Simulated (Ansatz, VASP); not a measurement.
## Two plane-wave programs on Rh

```
CELL_PARAMETERS angstrom
2.70851 0.00000 0.00000
0.00000 2.70851 0.00000
0.00000 0.00000 19.83040
ATOMIC_POSITIONS crystal
Rh 0.00000 0.00000 0.40342
Rh 0.50000 0.50000 0.50000
Rh 0.00000 0.00000 0.59658
```

Alike in both runs: task single point; functional PBE; k mesh 13 × 13 × 1; occupations fermi-dirac, width 0.05 eV; no spin polarisation.

|  | VASP | Ansatz |
| --- | --- | --- |
| version | VASP 6.6.1 | Ansatz 0.2.0 |
| potentials or method | VASP PAW PBE potentials, release 64 (Rh_pv) | PAW with Ansatz's default frozen-core files, scalar-relativistic |
| plane-wave cutoff (eV) | 520 | 420 |
| valence electrons in the cell | 45 | 51 |

```csv
,VASP,Ansatz,Ansatz less VASP
rms of the force components (eV/Å),0.305,0.306,+0.0011
```

Atom by atom the forces differ by 0.001 eV/Å (rms over components). VASP's potentials hold 45 valence electrons a cell and Ansatz's 51, so a difference there can come from the potentials and not from the codes.
